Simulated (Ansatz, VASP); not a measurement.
**Cu in VASP and in Ansatz**

File INCAR:

```
SYSTEM = Cu
ALGO = Normal
EDIFF = 1E-6
ENCUT = 520
GGA = RP
ISIF = 2
ISMEAR = -1
LASPH = .True.
LCHARG = .False.
LREAL = .False.
LWAVE = .False.
NBANDS = 12
NELM = 60
PREC = Accurate
SIGMA = 0.05
```

The input KPOINTS:

```
k-points
0
Gamma
  13 13 13
  0 0 0
```

Contents of POSCAR:

```
Cu
1.0
   -1.4427933200      1.4427933200      1.3760814500
    1.4427933200     -1.4427933200      1.3760814500
    1.4427933200      1.4427933200     -1.3760814500
Cu
1
Direct
    0.0000000000      0.0000000000      0.0000000000
```

input.yaml

```yaml
crystal:
  lattice:
    - [-1.44279332, 1.44279332, 1.37608145]
    - [1.44279332, -1.44279332, 1.37608145]
    - [1.44279332, 1.44279332, -1.37608145]
  atoms:
    - { symbol: Cu, position: [0.0, 0.0, 0.0] }
hamiltonian:
  xc: rpbe
  pseudopotentials: { kind: paw }
kpoints:
  mp_grid: { grid: [13, 13, 13] }
  band_path:
    path:
      - [[0.0, 0.0, 0.0], [0.0, 0.0, 0.5], [-0.5, 0.5, 0.5], [0.0, 0.0, 0.0], [0.4774154906, 0.4774154906, -0.4774154906], [0.25, 0.25, 0.25], [0.0, 0.5, 0.0], [-0.4774154906, 0.5225845094, 0.4774154906], [-0.5, 0.5, 0.5]]
      - [[0.0, 0.0, 0.5], [0.25, 0.25, 0.25]]
    npoints: 14
scf:
  occupations: { method: fermi_dirac, width: 0.05 }
  n_extra_bands: 6
output:
  forces: true
  stress: true
  eigenvalues: true
  fatbands: false
```

Alike in both runs: functional RPBE; k mesh 13 × 13 × 13; occupations fermi-dirac, width 0.05 eV; no spin polarisation.

|  | VASP | Ansatz |
| --- | --- | --- |
| version | VASP 6.6.1 | Ansatz 0.2.0 |
| potentials or method | VASP PAW PBE potentials, release 64 (Cu) | Ansatz PAW |
| plane-wave cutoff (eV) | 520 | 420 |
| valence electrons in the cell | 11 | 19 |
| task | single point | band structure |

Ansatz gave:

```
gap on the k mesh at the Fermi level (eV)                     : none
pressure (GPa)                                                : 12.5
traceless stress, the component that is largest in VASP (GPa) : 0.10
```

Q: Estimate VASP's values.

A: gap on the k mesh at the Fermi level (eV): none; pressure (GPa): 13.0; traceless stress, the component that is largest in VASP (GPa): 0.03.

VASP's potentials were made for PBE, not for RPBE. A gap of «none» marks a metal or a gap that the smearing closes. VASP's potentials hold 11 valence electrons a cell and Ansatz's 19, so a difference there can come from the potentials and not from the codes.
